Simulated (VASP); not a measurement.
Input of a VASP 6.6.1 run:

Contents of INCAR:

```
ALGO = Normal
EDIFF = 1E-6
ENCUT = 520
GGA = PE
ISIF = 2
ISMEAR = 0
LASPH = True
LCHARG = False
LREAL = False
LWAVE = False
NBANDS = 11
NELM = 80
PREC = Accurate
SIGMA = 0.05
```

Contents of KPOINTS:

```
k-points
0
Gamma
  12 12 12
```

The input POSCAR:

```
SiC
1.0
    0.0000000000      2.2467277537      2.2467277537
    2.2467277537      0.0000000000      2.2467277537
    2.2467277537      2.2467277537      0.0000000000
Si C
1 1
Direct
    0.0000000000      0.0000000000      0.0000000000
    0.7500000000      0.7500000000      0.7500000000
```

Potentials or basis: VASP PAW PBE potentials, release 64 (Si, C).

The run is started by

```console
$ cat potpaw_PBE.64/Si/POTCAR potpaw_PBE.64/C/POTCAR > POTCAR
$ mpirun -np 1 vasp_std > vasp.out
```

(1) Predict the pressure.

(2) What does it give for the band gap on the k mesh?

Results:

(1) -14.1 GPa.

(2) 1.44 eV, indirect (least direct gap 4.44 eV).
